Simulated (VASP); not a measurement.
Input of a VASP 6.6.1 run:

Contents of POSCAR:

```
Si3N4
1.0
    7.6140000000      0.0000000000      0.0000000000
   -3.8070000000      6.5939174244      0.0000000000
    0.0000000000      0.0000000000      2.9123000000
Si N
6 8
Direct
    0.1739651089      0.7678528854      0.2500000000
    0.4061122235      0.1739651089      0.7500000000
    0.2321471146      0.4061122235      0.2500000000
    0.8260348911      0.2321471146      0.7500000000
    0.5938877765      0.8260348911      0.2500000000
    0.7678528854      0.5938877765      0.7500000000
    0.3333333333      0.6666666667      0.2500000000
    0.6666666667      0.3333333333      0.7500000000
    0.3297582753      0.0299119762      0.2500000000
    0.2998462991      0.3297582753      0.7500000000
    0.9700880238      0.2998462991      0.2500000000
    0.6702417247      0.9700880238      0.7500000000
    0.7001537009      0.6702417247      0.2500000000
    0.0299119762      0.7001537009      0.7500000000
```

Contents of INCAR.step1:

```
  ALGO = Normal
  EDIFF = 1E-4
  ENCUT = 520
  GGA = PE
  ISMEAR = -1
  LASPH = T
  LCHARG = F
  LREAL = F
  LWAVE = T
  NBANDS = 45
  NELM = 60
  PREC = Accurate
  SIGMA = 0.02
```

File INCAR.step2:

```
  ALGO = Normal
  EDIFF = 1E-8
  ENCUT = 520
  ISIF = 2
  ISMEAR = -1
  ISTART = 1
  LASPH = T
  LCHARG = F
  LEFG = T
  LMIXTAU = T
  LREAL = F
  LWAVE = F
  METAGGA = R2SCAN
  NBANDS = 45
  NELM = 60
  PREC = Accurate
  SIGMA = 0.02
```

Contents of KPOINTS:

```
k-points
0
Gamma
  4 4 9
```

Potentials or basis: VASP PAW PBE potentials, release 64 (Si, N).

Command:

```bash
$ cat potpaw_PBE.64/Si/POTCAR potpaw_PBE.64/N/POTCAR > POTCAR
$ cp INCAR.step1 INCAR
$ mpirun -np 1 vasp_std > vasp.out
$ cp INCAR.step2 INCAR
$ mpirun -np 1 vasp_std > vasp.out
```

(1) Estimate the largest force.

(2) Predict the pressure.

## Answers

(1) 0.053 eV/Å.

(2) -1.5 GPa.

Caveat: without QUAD_EFG the Cq values of the log hold for a quadrupole moment of 1 mb, not for the nuclei; the PAW data sets were made with another functional, which shifts forces and pressure a little.
